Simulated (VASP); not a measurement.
A run of VASP 6.6.1 is set up as follows.

File INCAR:

```
SYSTEM = TiAl
ALGO     = Normal         ! electronic algorithm
EDIFF    = 1E-6           ! SCF threshold, eV
ENCUT    = 500            ! plane-wave cutoff, eV
GGA      = PE             ! functional
GGA_COMPAT= .FALSE.      
ISIF     = 2              ! what is computed and relaxed
ISMEAR   = 0              ! smearing method
LASPH    = .TRUE.         ! aspherical terms in the spheres
LCHARG   = .FALSE.        ! write CHGCAR
LREAL    = .FALSE.        ! projectors in reciprocal space
LWAVE    = .FALSE.        ! write WAVECAR
NBANDS   = 14             ! bands
NELM     = 120            ! most SCF steps
PREC     = Accurate       ! precision mode
SIGMA    = 0.1            ! smearing width, eV
```

The input KPOINTS:

```
k-points
0
G
  6 6 6
  0 0 0
```

File POSCAR:

```
TiAl
1.0
    3.0180000000      0.0000000000      0.0000000000
    0.0000000000      3.0180000000      0.0000000000
    0.0000000000      0.0000000000      3.0180000000
Ti Al
1 1
Direct
    0.5000000000      0.5000000000      0.5000000000
    0.0000000000      0.0000000000      0.0000000000
```

Potentials or basis: VASP PAW PBE potentials, release 64 (Ti_sv, Al).

Command:

```bash
$ cat potpaw_PBE.64/Ti_sv/POTCAR potpaw_PBE.64/Al/POTCAR > POTCAR
$ mpirun -np 1 vasp_std > vasp.out
```

(1) Estimate the pressure.

Answers

(1) 24.7 GPa.
